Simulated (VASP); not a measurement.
# SiHg2 (fluorite type) (Fm-3m) in VASP: further runs

Runs on SiHg2 (fluorite type). Level: PBE. Tasks: single point, relaxation of cell and atoms.

Everything below comes from runs of VASP 6.6.1. Logs are shortened: lines on timing, memory, paths and dates and some standing lists are left out, and cuts for length are marked.

**1. The cell of the first run**

Symmetry: Fm-3m, No. 225, cubic system. The conventional cell has a = 6.580 Å, b = 6.580 Å, c = 6.580 Å, α = 90.00°, β = 90.00°, γ = 90.00°. Si (site symmetry m-3m) has 8 Hg at 2.85 Å within 3.8 Å. Hg (site symmetry -43m) has 4 Si at 2.85 Å and 6 Hg at 3.29 Å within 3.8 Å.

**2. Single point, PBE**

The input, INCAR:

```
ALGO     = Normal         # electronic algorithm
EDIFF    = 1E-6           # SCF threshold, eV
ENCUT    = 520            # plane-wave cutoff, eV
GGA      = PE             # functional
ISIF     = 2              # what is computed and relaxed
ISMEAR   = -1             # smearing method
LASPH    = True           # aspherical terms in the spheres
LCHARG   = False          # write CHGCAR
LREAL    = False          # projectors in reciprocal space
LWAVE    = False          # write WAVECAR
NBANDS   = 21             # bands
NELM     = 100            # most SCF steps
PREC     = Accurate       # precision mode
SIGMA    = 0.03           # smearing width, eV
```

The input, KPOINTS:

```
k-points
0
Gamma
  9 9 9
```

The input, POSCAR:

```
SiHg2
1.0
    0.0000000000      3.2898771651      3.2898771651
    3.2898771651      0.0000000000      3.2898771651
    3.2898771651      3.2898771651      0.0000000000
Si Hg
1 2
Direct
    0.0000000000      0.0000000000      0.0000000000
    0.2500000000      0.2500000000      0.2500000000
    0.7500000000      0.7500000000      0.7500000000
```

Potentials or basis: VASP PAW PBE potentials, release 64 (Si, Hg).

Run with:

```bash
$ cat potpaw_PBE.64/Si/POTCAR potpaw_PBE.64/Hg/POTCAR > POTCAR
$ mpirun -np 1 vasp_std > vasp.out
```

OUTCAR:

```text
EDIFF = 1E-6
   ENCUT = 520
   GGA = PE
   ISIF = 2
   ISMEAR = -1
   LASPH = True
   LREAL = False
   NELM = 100
   PREC = Accurate

 ion  position               nearest neighbor table
   1  0.000  0.000  0.000-   3 2.85   3 2.85   3 2.85   2 2.85   3 2.85   2 2.85   2 2.85   2 2.85

   2  0.250  0.250  0.250-   1 2.85   1 2.85   1 2.85   1 2.85   3 3.29   3 3.29   3 3.29   3 3.29
                             3 3.29   3 3.29
   3  0.750  0.750  0.750-   1 2.85   1 2.85   1 2.85   1 2.85   2 3.29   2 3.29   2 3.29   2 3.29
                             2 3.29   2 3.29

  LATTYP: Found a face centered cubic cell.
 ALAT       =     6.5797543302

  Lattice vectors:

 A1 = (   0.0000000000,   3.2898771651,   3.2898771651)
 A2 = (   3.2898771651,   0.0000000000,   3.2898771651)
 A3 = (   3.2898771651,   3.2898771651,   0.0000000000)

Analysis of symmetry for initial positions (statically):
=====================================================================
 Subroutine PRICEL returns:
 Original cell was already a primitive cell.

 Routine SETGRP: Setting up the symmetry group for a
 face centered cubic supercell.

 Subroutine GETGRP returns: Found 48 space group operations
 (whereof 48 operations were pure point group operations)
 out of a pool of 48 trial point group operations.

The static configuration has the point symmetry O_h .

Analysis of symmetry for dynamics (positions and initial velocities):
=====================================================================
 Subroutine PRICEL returns:
 Original cell was already a primitive cell.

 Routine SETGRP: Setting up the symmetry group for a
 face centered cubic supercell.

 Subroutine GETGRP returns: Found 48 space group operations
 (whereof 48 operations were pure point group operations)
 out of a pool of 48 trial point group operations.

The dynamic configuration has the point symmetry O_h .

 Subroutine INISYM returns: Found 48 space group operations
 (whereof 48 operations are pure point group operations),
 and found     1 'primitive' translations

----------------------------------------------------------------------------------------

                                     Primitive cell

  volume of cell :      71.2146

  direct lattice vectors                    reciprocal lattice vectors
     0.000000000  3.289877165  3.289877165    -0.151981358  0.151981358  0.151981358
     3.289877165  0.000000000  3.289877165     0.151981358 -0.151981358  0.151981358
     3.289877165  3.289877165  0.000000000     0.151981358  0.151981358 -0.151981358

  length of vectors
     4.652588905  4.652588905  4.652588905     0.263239434  0.263239434  0.263239434

  position of ions in fractional coordinates (direct lattice)
     0.000000000  0.000000000  0.000000000
     0.250000000  0.250000000  0.250000000
     0.750000000  0.750000000  0.750000000

  ion indices of the primitive-cell ions
   primitive index   ion index
                 1           1
                 2           2
                 3           3

----------------------------------------------------------------------------------------

 KPOINTS: k-points

Automatic generation of k-mesh.
 Grid dimensions read from file:
 generate k-points for:    9    9    9

 Generating k-lattice:

  Cartesian coordinates                     Fractional coordinates (reciprocal lattice)
    -0.016886818  0.016886818  0.016886818     0.111111111  0.000000000  0.000000000
     0.016886818 -0.016886818  0.016886818     0.000000000  0.111111111  0.000000000
     0.016886818  0.016886818 -0.016886818     0.000000000  0.000000000  0.111111111

  Length of vectors
     0.029248826  0.029248826  0.029248826

  Shift w.r.t. Gamma in fractional coordinates (k-lattice)
     0.000000000  0.000000000  0.000000000

 Subroutine IBZKPT returns following result:
 ===========================================

 Found     35 irreducible k-points:

 Following reciprocal coordinates:
            Coordinates               Weight
  0.000000  0.000000  0.000000      1.000000
  0.111111  0.000000  0.000000      8.000000
  0.222222  0.000000  0.000000      8.000000
  0.333333  0.000000  0.000000      8.000000
  0.444444  0.000000  0.000000      8.000000
  0.111111  0.111111  0.000000      6.000000
[... 16 lines left out ...]
 -0.333333  0.333333  0.000000     12.000000
  0.444444  0.444444  0.000000      6.000000
 [... further k-points ...]
   k-points           NKPTS =     35   k-points in BZ     NKDIM =     35   number of bands    NBANDS=     21
   number of dos      NEDOS =    301   number of ions     NIONS =      3
   total plane-waves  NPLWV =  46656
   dimension x,y,z NGX =    36 NGY =   36 NGZ =   36
   dimension x,y,z NGXF=    72 NGYF=   72 NGZF=   72
   ions per type =               1   2
   NGX,Y,Z   is equivalent  to a cutoff of  12.86, 12.86, 12.86 a.u.
   NGXF,Y,Z  is equivalent  to a cutoff of  25.73, 25.73, 25.73 a.u.
 SYSTEM =  unknown system
   PREC   = accura    normal or accurate (medium, high low for compatibility)
   ISTART =      0    job   : 0-new  1-cont  2-samecut
   ICHARG =      2    charge: 1-file 2-atom 10-const
   ISPIN  =      1    spin polarized calculation?
   LNONCOLLINEAR =      F non collinear calculations
   LSORBIT =      F    spin-orbit coupling
   LASPH  =      T    aspherical Exc in radial PAW
   ENCUT  =  520.0 eV  38.22 Ry    6.18 a.u.   8.65  8.65  8.65*2*pi/ulx,y,z
   NELM   =    100;   NELMIN=  2; NELMDL= -5     # of ELM steps
   EDIFF  = 0.1E-05   stopping-criterion for ELM
   LREAL  =      F    real-space projection
   EDIFFG = 0.1E-04   stopping-criterion for IOM
   NSW    =      0    number of steps for IOM
   IBRION =     -1    ionic relax: 0-MD 1-quasi-New 2-CG
   NFREE  =      0    steps in history (QN), initial steepest desc. (CG)
   ISIF   =      2    stress and relaxation
   ISYM   =      2    0-nonsym 1-usesym 2-fastsym
   POTIM  = 0.5000    time-step for ionic-motion
   TEBEG  =    0.0;   TEEND  =   0.0 temperature during run
   PSTRESS=    0.0 pullay stress
   NELECT =      28.0000    total number of electrons
   NUPDOWN=      -1.0000    fix difference up-down
   EMIN   =  10.00;   EMAX   =-10.00  energy-range for DOS
   EFERMI =   0.00;   METHOD = LEGACY
   ISMEAR =    -1;   SIGMA  =   0.03  broadening in eV -4-tet -1-fermi 0-gaus
   EFERMI_NEDOS =   21; number of points for ismear=-14 and -15
   IALGO  =     38    algorithm
   IMIX   =      4    mixing-type and parameters
     AMIX     =   0.40;   BMIX     =  1.00
     AMIX_MAG =   1.60;   BMIX_MAG =  1.00
  volume/ion in A,a.u.               =      23.74       160.19
  Fermi-wavevector in a.u.,A,eV,Ry     =   1.199328  2.266401 19.570439  1.438387
  Thomas-Fermi vector in A             =   2.335193
   LORBIT       =      0    0 simple, 1 ext, 2 COOP (PROOUT), +10 PAW based schemes
   GGA     = PE    functional components
   LHFCALC =     F    Hartree Fock is set to
   AEXX    =    0.0000 exact exchange contribution
   IVDW    =     0    specifies the selected vdW correction
   LEPSILON=     F    determine dielectric tensor
   LRPA    =     F    only Hartree local field effects (RPA)
 non-spin polarized calculation
  energy-cutoff  :      520.00
  volume of cell :       71.21
 maximum number of plane-waves:      1936
   NGX = 17   NGY = 17   NGZ = 17

 number of electron      28.0000002 magnetization

 Free energy of the ion-electron system (eV)
  ---------------------------------------------------
  ext. energy  EPLUGINS =         0.00000000
  ---------------------------------------------------
  free energy    TOTEN  =        -4.72024564 eV

  energy without entropy =       -4.71675312  energy(sigma->0) =       -4.71849938

 E-fermi :   3.4244     XC(G=0): -10.1065

 val. band max:        3.4014908203   @ k =   0.1111   0.1111   0.0000
 cond. band min:       3.5546701418   @ k =  -0.2222   0.2222   0.0000
 fundamental gap:      0.1531793214
 Fermi energy:         3.4244059054

 k-point     1 :       0.0000    0.0000    0.0000
  band No.  band energies     occupation
      1      -6.8840      2.00000
      2      -4.3571      2.00000
      3      -4.3571      2.00000
      4      -4.3571      2.00000
      5      -4.3200      2.00000
      6      -4.3200      2.00000
[... 13 lines left out ...]
     20      11.3674      0.00000
     21      11.3674      0.00000

 k-point     2 :       0.1111    0.0000    0.0000
  band No.  band energies     occupation
      1      -6.7765      2.00000
      2      -4.3384      2.00000
      3      -4.3384      2.00000
      4      -4.3309      2.00000
      5      -4.2614      2.00000
      6      -4.2614      2.00000
[... 13 lines left out ...]
     20      10.7639      0.00000
     21      10.7639      0.00000

 k-point     3 :       0.2222    0.0000    0.0000
  band No.  band energies     occupation
      1      -6.4809      2.00000
      2      -4.2550      2.00000
      3      -4.2550      2.00000
      4      -4.2283      2.00000
      5      -4.1215      2.00000
      6      -4.1215      2.00000
[... 13 lines left out ...]
     20      10.3810      0.00000
     21      10.3810      0.00000

 k-point     4 :       0.3333    0.0000    0.0000
  band No.  band energies     occupation
      1      -6.0976      2.00000
      2      -4.1107      2.00000
      3      -4.1107      2.00000
      4      -3.9791      2.00000
      5      -3.9265      2.00000
      6      -3.9265      2.00000
[... 13 lines left out ...]
     20      10.7769      0.00000
     21      10.7769      0.00000

 k-point     5 :       0.4444    0.0000    0.0000
  band No.  band energies     occupation
      1      -5.8211      2.00000
      2      -3.9545      2.00000
      3      -3.9545      2.00000
      4      -3.7012      2.00000
      5      -3.7012      2.00000
      6      -3.6525      2.00000
[... 13 lines left out ...]
     20      11.8823      0.00000
     21      11.8823      0.00000

 k-point     6 :       0.1111    0.1111    0.0000
  band No.  band energies     occupation
      1      -6.7419      2.00000
      2      -4.4021      2.00000
      3      -4.3039      2.00000
      4      -4.2786      2.00000
      5      -4.2786      2.00000
      6      -4.2092      2.00000
[... 13 lines left out ...]
     20       9.6692      0.00000
     21      11.7789      0.00000

 k-point     7 :       0.2222    0.1111    0.0000
  band No.  band energies     occupation
      1      -6.5121      2.00000
      2      -4.3911      2.00000
      3      -4.2642      2.00000
      4      -4.1725      2.00000
      5      -4.1562      2.00000
      6      -4.0699      2.00000
[... 13 lines left out ...]
     20       9.3089      0.00000
     21      11.3878      0.00000
[... 291 lines left out ...]
      1      -5.9201      2.00000
      2      -4.5011      2.00000
      3      -4.2150      2.00000
      4      -3.7933      2.00000
      5      -3.7933      2.00000
      6      -3.7131      2.00000
[... 13 lines left out ...]
     20      11.9837      0.00000
     21      12.9739      0.00000

 k-point    21 :       0.4444    0.3333    0.0000
  band No.  band energies     occupation
      1      -5.7289      2.00000
      2      -4.4266      2.00000
      3      -4.1633      2.00000
      4      -3.9099      2.00000
      5      -3.7061      2.00000
      6      -3.6911      2.00000
[... 13 lines left out ...]
     20      12.0789      0.00000
     21      12.8210      0.00000

 k-point    22 :      -0.4444    0.3333    0.0000
  band No.  band energies     occupation
      1      -5.6095      2.00000
      2      -4.2116      2.00000
      3      -4.0640      2.00000
      4      -4.0512      2.00000
      5      -3.7665      2.00000
      6      -3.7269      2.00000
[... 13 lines left out ...]
     20      11.1762      0.00000
     21      12.7539      0.00000

 k-point    23 :      -0.3333    0.3333    0.0000
  band No.  band energies     occupation
      1      -5.6136      2.00000
      2      -4.1572      2.00000
      3      -3.9292      2.00000
      4      -3.8829      2.00000
      5      -3.8418      2.00000
      6      -3.8024      2.00000
[... 13 lines left out ...]
     20       9.7298      0.00000
     21      13.2328      0.00000

 k-point    24 :       0.4444    0.4444    0.0000
  band No.  band energies     occupation
      1      -5.6464      2.00000
      2      -4.4782      2.00000
      3      -4.1835      2.00000
      4      -4.0023      2.00000
      5      -3.6441      2.00000
      6      -3.6441      2.00000
[... 13 lines left out ...]
     20      11.9015      0.00000
     21      12.4646      0.00000

 [... further k-points ...]

------------------------ aborting loop because EDIFF is reached ----------------------------------------

  FORCE on cell =-STRESS in cart. coord.  units (eV):
  Direction    XX          YY          ZZ          XY          YZ          ZX
  --------------------------------------------------------------------------------------
  -------------------------------------------------------------------------------------
  Total        0.0742062      0.0742062      0.0742062     -0.0000000      0.0000000      0.0000000
  in kB        1.6694808      1.6694808      1.6694808     -0.0000000      0.0000000      0.0000000
  external PRESSURE =       1.6694808 kB  Pullay stress =       0.0000000 kB

 VOLUME and BASIS-vectors are now :
 -----------------------------------------------------------------------------
  energy-cutoff  :      520.00
  volume of cell :       71.21
      direct lattice vectors                 reciprocal lattice vectors
     0.000000000  3.289877165  3.289877165    -0.151981358  0.151981358  0.151981358
     3.289877165  0.000000000  3.289877165     0.151981358 -0.151981358  0.151981358
     3.289877165  3.289877165  0.000000000     0.151981358  0.151981358 -0.151981358

 POSITION                                       TOTAL-FORCE (eV/Angst)
 -----------------------------------------------------------------------------------
      0.00000      0.00000      0.00000         0.000000      0.000000      0.000000
      1.64494      1.64494      1.64494        -0.000000      0.000000     -0.000000
      4.93482      4.93482      4.93482         0.000000     -0.000000     -0.000000
 -----------------------------------------------------------------------------------
    total drift:                                0.000000      0.000000      0.000000

  FREE ENERGIE OF THE ION-ELECTRON SYSTEM (eV)
  ---------------------------------------------------
  free  energy   TOTEN  =        -4.7202456418 eV

  energy  without entropy=       -4.7167531154  energy(sigma->0) =       -4.71849938
```

Wall time 77 s (1 thread of Intel Xeon 8259CL, shared host); peak memory 0.23 GiB.

What came out:

* Free energy: -4.7202 eV
* Pressure: 0.2 GPa
* Band gap on the k mesh: zero (bands 14 and 15 overlap by 3.11 eV)

Caveat: spin-orbit coupling is left out, which moves the levels of the heavy elements.

(Part 1 of 2 ends here.)
